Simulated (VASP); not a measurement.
A run of VASP 6.6.1:

Contents of INCAR:

```
SYSTEM = Ga7N8
  ALGO = Normal
  EDIFF = 1E-7
  ENCUT = 520
  GGA = PE
  ISIF = 2
  ISMEAR = -1
  LASPH = .True.
  LCHARG = .False.
  LREAL = Auto
  LWAVE = .False.
  NBANDS = 78
  NELECT = 132.0
  NELM = 100
  PREC = Accurate
  SIGMA = 0.05
```

File KPOINTS:

```
k-points
0
Gamma
  2 2 2
  0 0 0
```

POSCAR

```
Ga7N8
1.0
   -3.1899999670     -5.5252420190      0.0000000000
    4.7849999835     -2.7626210286      0.0000000000
    0.0000000000      0.0000000000      5.1890000000
Ga N
7 8
Direct
    0.5010208868      0.6682772318      0.0001532954
    0.2500000000      0.1503344978      0.0128866399
    0.2500000000      0.8303048219      0.5029691564
   -0.0010208868      0.6682772318      0.0001532954
   -0.0013066752      0.3340051329      0.4967646581
    0.5013066752      0.3340051329      0.4967646581
    0.7500000000      0.8388429150      0.5009524077
    0.4985224270      0.6689100936      0.3727177149
    0.4490594472      0.3556987547      0.8592923717
    0.2500000000      0.1617495328      0.3780762669
    0.2500000000      0.8354344028      0.8757594338
    0.0014775730      0.6689100936      0.3727177149
    0.0509405528      0.3556987547      0.8592923717
    0.7500000000      0.1707682347      0.4075717999
    0.7500000000      0.7921165590      0.8639282151
```

Potentials or basis: VASP PAW PBE potentials, release 64 (Ga_d, N).

The run is started by

```bash
$ cat potpaw_PBE.64/Ga_d/POTCAR potpaw_PBE.64/N/POTCAR > POTCAR
$ mpirun -np 1 vasp_std > vasp.out
```

Hardware: 1 thread of Intel(R) Xeon(R) Platinum 8488C (Sapphire Rapids), on a shared host.

Problem. How long does it take, and how much memory?

Solution. Wall time 4.7 min on 1 thread of Intel(R) Xeon(R) Platinum 8488C (Sapphire Rapids), on a shared host, peak memory 0.3 GiB. Counts: scf iterations 24, k points 8.
